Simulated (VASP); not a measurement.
# Si4Ru: single point with PBE

Si4Ru:

```
CELL_PARAMETERS angstrom
0.00000 3.41713 3.41713
3.41713 0.00000 3.41713
3.41713 3.41713 0.00000
ATOMIC_POSITIONS crystal
Si 0.12447 0.12447 0.12447
Si 0.12447 0.12447 0.62659
Si 0.12447 0.62659 0.12447
Si 0.62659 0.12447 0.12447
Ru 0.50000 0.50000 0.50000
```

The cell was generated, and may not be a known phase.

```yaml
Program: VASP 6.6.1
Task: single point
Functional: PBE
Potentials_or_basis: VASP PAW PBE potentials, release 64 (Si, Ru_pv)
Cutoff: 520 eV
k_mesh: 4 × 4 × 4
Occupations: gaussian, width 0.1 eV
Spin: no spin polarisation
Dipole_correction: no
Further_INCAR_settings: ALGO = Normal; EDIFF = 1e-06; NBANDS = 23
```

The pressure is -0.5 GPa and the largest force is 0.042 eV/Å. The band gap on the k mesh is zero (bands 15 and 16 overlap by 1.20 eV).

Forces in eV/Å, atoms in the order of the input:
```
Si  -0.024 -0.024 -0.024
Si   0.024  0.024 -0.024
Si   0.024 -0.024  0.024
Si  -0.024  0.024  0.024
Ru   0.000  0.000  0.000
```

Levels at points of the mesh, in eV from the Fermi level:
```
           k point  band 12  band 13  band 14  band 15  band 16  band 17  band 18  band 19
(0.00, 0.00, 0.00)    -3.97    -3.97    -0.69     0.31     0.31     0.31     2.08     2.08
(0.50, 0.00, 0.00)    -2.08    -1.95    -0.20    -0.20    -0.10     1.32     1.32     2.01
(0.50, 0.50, 0.00)    -2.22    -2.20    -1.13     0.85     0.85     1.16     2.50     2.51
```

It took 24 s on 1 thread of Intel Xeon 8259CL, on a shared host, peak memory 0.2 GiB.

Caveat: the k points lie up to 0.40 Å⁻¹ apart, too coarse for converged energies and pressures of a metal.
